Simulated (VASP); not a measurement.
# Ni (P-1) in VASP: notebook

Runs on Ni. Level: r2SCAN. Tasks: single point.

All numbers are computed with VASP 6.6.1; they aren't measurements. Logs are shortened: lines on timing, memory, paths and dates and some standing lists are left out, and cuts for length are marked.

**1. The cell of the first run**

The typed cell holds 2 atoms: a = 2.418 Å, b = 2.384 Å, c = 3.990 Å, α = 89.41°, β = 89.00°, γ = 119.80°.

**2. Single point, r2SCAN, collinear spin, ferromagnetic start**

File POSCAR:

```
Ni
1.0
    2.4175772212      0.0137669783      0.0209449749
   -1.1968685439      2.0622114794      0.0122794657
    0.0348517194      0.0437069114      3.9893887689
Ni
2
Direct
    0.3333333333      0.6968100000      0.2530300000
    0.6538500000      0.3664800000      0.7630500000
```

File INCAR.step1:

```
SYSTEM = Ni
  ALGO = Normal
  EDIFF = 1E-4
  ENCUT = 520
  GGA = PE
  ISMEAR = -1
  ISPIN = 2
  LASPH = .TRUE.
  LCHARG = .FALSE.
  LMAXMIX = 4
  LREAL = .FALSE.
  LWAVE = .TRUE.
  MAGMOM = 1 1
  NBANDS = 21
  NELM = 150
  PREC = Accurate
  SIGMA = 0.1
```

File INCAR.step2:

```
SYSTEM = Ni
  ALGO = Normal
  EDIFF = 1E-7
  ENCUT = 520
  ISIF = 2
  ISMEAR = -1
  ISPIN = 2
  ISTART = 1
  LASPH = .TRUE.
  LCHARG = .FALSE.
  LMAXMIX = 4
  LMIXTAU = .TRUE.
  LORBIT = 11
  LREAL = .FALSE.
  LWAVE = .FALSE.
  MAGMOM = 1 1
  METAGGA = R2SCAN
  NBANDS = 21
  NELM = 150
  PREC = Accurate
  SIGMA = 0.1
```

File KPOINTS:

```
k-points
0
G
  9 9 5
  0 0 0
```

Potentials or basis: VASP PAW PBE potentials, release 64 (Ni).

Started as:

```
$ cat potpaw_PBE.64/Ni/POTCAR > POTCAR
$ cp INCAR.step1 INCAR
$ mpirun -np 1 vasp_std > vasp.out
$ cp INCAR.step2 INCAR
$ mpirun -np 1 vasp_std > vasp.out
```

OUTCAR:

```text
SYSTEM = Ni
   EDIFF = 1E-7
   ENCUT = 520
   ISIF = 2
   ISMEAR = -1
   ISPIN = 2
   ISTART = 1
   LASPH = .TRUE.
   LORBIT = 11
   LREAL = .FALSE.
   METAGGA = R2SCAN
   NELM = 150
   PREC = Accurate

 ion  position               nearest neighbor table
   1  0.333  0.697  0.253-   2 2.37   2 2.37   2 2.45   2 2.45   2 2.45   2 2.49
   2  0.654  0.366  0.763-   1 2.37   1 2.37   1 2.45   1 2.45   1 2.45   1 2.49

  LATTYP: Found a triclinic cell.
 ALAT       =     2.4085099325
 B/A-ratio  =     0.9899895085
 C/A-ratio  =     1.6565347528
 COS(alpha) =     0.0102391641
 COS(beta)  =     0.0276627990
 COS(gamma) =     0.4911301446

  Lattice vectors:

 A1 = (   1.2207086773,   2.0759784577,   0.0332244406)
 A2 = (  -1.1968685439,   2.0622114794,   0.0122794657)
 A3 = (   0.0348517194,   0.0437069114,   3.9893887689)

Analysis of symmetry for initial positions (statically):
=====================================================================
 Subroutine PRICEL returns:
 Original cell was already a primitive cell.

 Routine SETGRP: Setting up the symmetry group for a
 triclinic supercell.

 Subroutine GETGRP returns: Found  2 space group operations
 (whereof  1 operations were pure point group operations)
 out of a pool of  2 trial point group operations.

The static configuration has the point symmetry C_1 .
 The point group associated with its full space group is S_2 .

Analysis of symmetry for dynamics (positions and initial velocities):
=====================================================================
 Subroutine PRICEL returns:
 Original cell was already a primitive cell.

 Routine SETGRP: Setting up the symmetry group for a
 triclinic supercell.

 Subroutine GETGRP returns: Found  2 space group operations
 (whereof  1 operations were pure point group operations)
 out of a pool of  2 trial point group operations.

The dynamic configuration has the point symmetry C_1 .
 The point group associated with its full space group is S_2 .

Analysis of structural, dynamic, and magnetic symmetry:
=====================================================================
 Subroutine PRICEL returns:
 Original cell was already a primitive cell.

 Routine SETGRP: Setting up the symmetry group for a
 triclinic supercell.

 Subroutine GETGRP returns: Found  2 space group operations
 (whereof  1 operations were pure point group operations)
 out of a pool of  2 trial point group operations.

The overall configuration has the point symmetry C_1 .
 The point group associated with its full space group is S_2 .

 Subroutine INISYM returns: Found  2 space group operations
 (whereof  1 operations are pure point group operations),
 and found     1 'primitive' translations

----------------------------------------------------------------------------------------

                                     Primitive cell

  volume of cell :      19.9512

  direct lattice vectors                    reciprocal lattice vectors
     2.417577221  0.013766978  0.020944975     0.412328222  0.239344566 -0.006224352
    -1.196868544  2.062211479  0.012279466    -0.002706930  0.483376661 -0.005272126
     0.034851719  0.043706911  3.989388769    -0.002156462 -0.002744449  0.250713873

  length of vectors
     2.417707146  2.384399564  3.989780406     0.476800929  0.483412991  0.250738167

  position of ions in fractional coordinates (direct lattice)
     0.333333333  0.696810000  0.253030000
     0.653850000  0.366480000  0.763050000

  ion indices of the primitive-cell ions
   primitive index   ion index
                 1           1
                 2           2

----------------------------------------------------------------------------------------

 KPOINTS: k-points

Automatic generation of k-mesh.
 Grid dimensions read from file:
 generate k-points for:    9    9    5

 Generating k-lattice:

  Cartesian coordinates                     Fractional coordinates (reciprocal lattice)
     0.045814247  0.026593841 -0.000691595     0.111111111 -0.000000000  0.000000000
    -0.000300770  0.053708518 -0.000585792    -0.000000000  0.111111111  0.000000000
    -0.000431292 -0.000548890  0.050142775     0.000000000  0.000000000  0.200000000

  Length of vectors
     0.052977881  0.053712555  0.050147633

  Shift w.r.t. Gamma in fractional coordinates (k-lattice)
     0.000000000  0.000000000  0.000000000

 Subroutine IBZKPT returns following result:
 ===========================================

 Found    203 irreducible k-points:

 Following reciprocal coordinates:
            Coordinates               Weight
  0.000000  0.000000  0.000000      1.000000
  0.111111  0.000000  0.000000      2.000000
  0.222222  0.000000  0.000000      2.000000
  0.333333  0.000000  0.000000      2.000000
  0.444444  0.000000  0.000000      2.000000
 -0.000000  0.111111 -0.000000      2.000000
[... 16 lines left out ...]
 -0.111111  0.222222  0.000000      2.000000
  0.000000  0.333333  0.000000      2.000000
 [... further k-points ...]
   k-points           NKPTS =    203   k-points in BZ     NKDIM =    203   number of bands    NBANDS=     21
   number of dos      NEDOS =    301   number of ions     NIONS =      2
   total plane-waves  NPLWV =   9720
   dimension x,y,z NGX =    18 NGY =   18 NGZ =   30
   dimension x,y,z NGXF=    36 NGYF=   36 NGZF=   60
   ions per type =               2
   NGX,Y,Z   is equivalent  to a cutoff of  12.38, 12.55, 12.50 a.u.
   NGXF,Y,Z  is equivalent  to a cutoff of  24.75, 25.10, 25.00 a.u.
 SYSTEM =  Ni
   PREC   = accura    normal or accurate (medium, high low for compatibility)
   ISTART =      1    job   : 0-new  1-cont  2-samecut
   ICHARG =      0    charge: 1-file 2-atom 10-const
   ISPIN  =      2    spin polarized calculation?
   LNONCOLLINEAR =      F non collinear calculations
   LSORBIT =      F    spin-orbit coupling
   LASPH  =      T    aspherical Exc in radial PAW
   ENCUT  =  520.0 eV  38.22 Ry    6.18 a.u.   4.50  4.43  7.42*2*pi/ulx,y,z
   NELM   =    150;   NELMIN=  2; NELMDL=  0     # of ELM steps
   EDIFF  = 0.1E-06   stopping-criterion for ELM
   LREAL  =      F    real-space projection
   EDIFFG = 0.1E-05   stopping-criterion for IOM
   NSW    =      0    number of steps for IOM
   IBRION =     -1    ionic relax: 0-MD 1-quasi-New 2-CG
   NFREE  =      0    steps in history (QN), initial steepest desc. (CG)
   ISIF   =      2    stress and relaxation
   ISYM   =      2    0-nonsym 1-usesym 2-fastsym
   POTIM  = 0.5000    time-step for ionic-motion
   TEBEG  =    0.0;   TEEND  =   0.0 temperature during run
   PSTRESS=    0.0 pullay stress
   NELECT =      20.0000    total number of electrons
   NUPDOWN=      -1.0000    fix difference up-down
   EMIN   =  10.00;   EMAX   =-10.00  energy-range for DOS
   EFERMI =   0.00;   METHOD = LEGACY
   ISMEAR =    -1;   SIGMA  =   0.10  broadening in eV -4-tet -1-fermi 0-gaus
   EFERMI_NEDOS =   21; number of points for ismear=-14 and -15
   IALGO  =     38    algorithm
   IMIX   =      4    mixing-type and parameters
     AMIX     =   0.40;   BMIX     =  1.00
     AMIX_MAG =   1.60;   BMIX_MAG =  1.00
  volume/ion in A,a.u.               =       9.98        67.32
  Fermi-wavevector in a.u.,A,eV,Ry     =   1.638433  3.096190 36.524347  2.684464
  Thomas-Fermi vector in A             =   2.729407
   LORBIT       =     11    0 simple, 1 ext, 2 COOP (PROOUT), +10 PAW based schemes
   METAGGA = R2SCAN    functional components
   LHFCALC =     F    Hartree Fock is set to
   AEXX    =    0.0000 exact exchange contribution
   IVDW    =     0    specifies the selected vdW correction
   LEPSILON=     F    determine dielectric tensor
   LRPA    =     F    only Hartree local field effects (RPA)
 spin polarized calculation
  energy-cutoff  :      520.00
  volume of cell :       19.95
 maximum number of plane-waves:       555
 NGX is ok and might be reduce to    18
   NGX =  9   NGY =  9   NGZ = 15

 number of electron      19.9999999 magnetization       1.2213432

 Free energy of the ion-electron system (eV)
  ---------------------------------------------------
  ext. energy  EPLUGINS =         0.00000000
  ---------------------------------------------------
  free energy    TOTEN  =       -23.77122965 eV

  energy without entropy =      -23.66220041  energy(sigma->0) =      -23.71671503

 E-fermi :  10.5590     XC(G=0): -14.9720

 val. band max:       10.5546422197   @ k =   0.3333   0.1111   0.0000
 cond. band min:      10.5601424798   @ k =   0.2222   0.3333   0.4000
 fundamental gap:      0.0055002601
 Fermi energy:        10.5590438806

 spin component 1

 k-point     1 :       0.0000    0.0000    0.0000
  band No.  band energies     occupation
      1       0.5540      1.00000
      2       4.8955      1.00000
      3       7.5062      1.00000
      4       7.6160      1.00000
      5       7.7744      1.00000
      6       7.8930      1.00000
[... 13 lines left out ...]
     20      39.5122      0.00000
     21      43.3936      0.00000

 k-point     2 :       0.1111    0.0000    0.0000
  band No.  band energies     occupation
      1       1.0222      1.00000
      2       5.1691      1.00000
      3       7.2762      1.00000
      4       7.7663      1.00000
      5       7.8304      1.00000
      6       7.9732      1.00000
[... 13 lines left out ...]
     20      42.2787      0.00000
     21      43.1626      0.00000

 k-point     3 :       0.2222    0.0000    0.0000
  band No.  band energies     occupation
      1       2.3349      1.00000
      2       5.6943      1.00000
      3       6.8347      1.00000
      4       7.0380      1.00000
      5       7.5711      1.00000
      6       8.1287      1.00000
[... 13 lines left out ...]
     20      41.8774      0.00000
     21      42.2386      0.00000
[... 457 lines left out ...]
 k-point    23 :      -0.1111    0.2222    0.0000
  band No.  band energies     occupation
      1       1.9635      1.00000
      2       5.6573      1.00000
      3       7.0375      1.00000
      4       7.1810      1.00000
      5       7.7673      1.00000
      6       7.9936      1.00000
[... 13 lines left out ...]
     20      40.6094      0.00000
     21      40.8794      0.00000

 k-point    24 :       0.0000    0.3333    0.0000
  band No.  band energies     occupation
      1       4.1501      1.00000
      2       5.7517      1.00000
      3       6.1151      1.00000
      4       7.1019      1.00000
      5       7.6990      1.00000
      6       7.8756      1.00000
[... 13 lines left out ...]
     20      39.4324      0.00000
     21      40.6718      0.00000

 [... further k-points ...]

 spin component 2

 k-point     1 :       0.0000    0.0000    0.0000
  band No.  band energies     occupation
      1       0.3231      1.00000
      2       5.3938      1.00000
      3       8.5337      1.00000
      4       8.5471      1.00000
      5       8.7051      1.00000
      6       8.8466      1.00000
[... 13 lines left out ...]
     20      39.6951      0.00000
     21      43.5951      0.00000

 k-point     2 :       0.1111    0.0000    0.0000
  band No.  band energies     occupation
      1       0.7952      1.00000
      2       5.6947      1.00000
      3       8.1631      1.00000
      4       8.4809      1.00000
      5       8.7010      1.00000
      6       8.8698      1.00000
[... 13 lines left out ...]
     20      42.5241      0.00000
     21      43.3317      0.00000

 k-point     3 :       0.2222    0.0000    0.0000
  band No.  band energies     occupation
      1       2.1320      1.00000
      2       6.3033      1.00000
      3       7.3026      1.00000
      4       7.8447      1.00000
      5       8.4627      1.00000
      6       8.9989      1.00000
[... 13 lines left out ...]
     20      42.0077      0.00000
     21      42.3817      0.00000
[... 457 lines left out ...]
 k-point    23 :      -0.1111    0.2222    0.0000
  band No.  band energies     occupation
      1       1.7497      1.00000
      2       6.2516      1.00000
      3       7.6409      1.00000
      4       7.9052      1.00000
      5       8.6870      1.00000
      6       8.8262      1.00000
[... 13 lines left out ...]
     20      40.7606      0.00000
     21      41.1218      0.00000

 k-point    24 :       0.0000    0.3333    0.0000
  band No.  band energies     occupation
      1       4.0905      1.00000
      2       6.4469      1.00000
      3       6.6481      1.00000
      4       7.7415      1.00000
      5       8.5550      1.00000
      6       8.7190      1.00000
[... 13 lines left out ...]
     20      39.6763      0.00000
     21      40.8025      0.00000

 [... further k-points ...]
[... 5 lines left out ...]
  --------------------------------------------------------------------------------------
  -------------------------------------------------------------------------------------
  Total        1.6389005      2.0016742      1.6319283     -0.2617165     -0.1655157     -0.1557426
  in kB      131.6118547    160.7443843    131.0519544    -21.0171371    -13.2917366    -12.5069068
  external PRESSURE =     141.1360645 kB  Pullay stress =       0.0000000 kB

 VOLUME and BASIS-vectors are now :
 -----------------------------------------------------------------------------
  energy-cutoff  :      520.00
  volume of cell :       19.95
      direct lattice vectors                 reciprocal lattice vectors
     2.417577221  0.013766978  0.020944975     0.412328222  0.239344566 -0.006224352
    -1.196868544  2.062211479  0.012279466    -0.002706930  0.483376661 -0.005272126
     0.034851719  0.043706911  3.989388769    -0.002156462 -0.002744449  0.250713873

 POSITION                                       TOTAL-FORCE (eV/Angst)
 -----------------------------------------------------------------------------------
     -0.01931      1.45262      1.02497        -0.098237     -0.026647      0.481764
      1.16870      0.79811      3.06230         0.098237      0.026647     -0.481764
 -----------------------------------------------------------------------------------
    total drift:                               -0.000034     -0.000149      0.000204

  FREE ENERGIE OF THE ION-ELECTRON SYSTEM (eV)
  ---------------------------------------------------
  free  energy   TOTEN  =       -23.7712296513 eV

  energy  without entropy=      -23.6622004147  energy(sigma->0) =      -23.71671503

 total charge

# of ion       s       p       d       tot
------------------------------------------
    1        0.550   0.594   8.378   9.522
    2        0.550   0.594   8.378   9.522
--------------------------------------------------
tot          1.099   1.188  16.756  19.044

 magnetization (x)

# of ion       s       p       d       tot
------------------------------------------
    1       -0.009  -0.043   0.675   0.623
    2       -0.009  -0.043   0.675   0.623
--------------------------------------------------
tot         -0.019  -0.086   1.349   1.245
```

Run time: 9.7 min. Hardware: 1 thread of Oxide Virtual Turin-like, shared host; peak memory 0.19 GiB.

What came out:

```
Free energy                                           : -23.7712 eV
Pressure                                              : 14.1 GPa
Largest force                                         : 0.492 eV/Å
Net moment                                            : 1.22 μB per cell
Site moments                                          : Ni +0.62 μB
Valence electrons inside the program's atomic spheres : Ni 9.52
```

Forces in eV/Å, atoms in the order of the input:
```
Ni  -0.098 -0.027  0.482
Ni   0.098  0.027 -0.482
```

Caveat: the PAW data sets were made with another functional, which shifts forces and pressure a little.

[end of part 1 of 2]
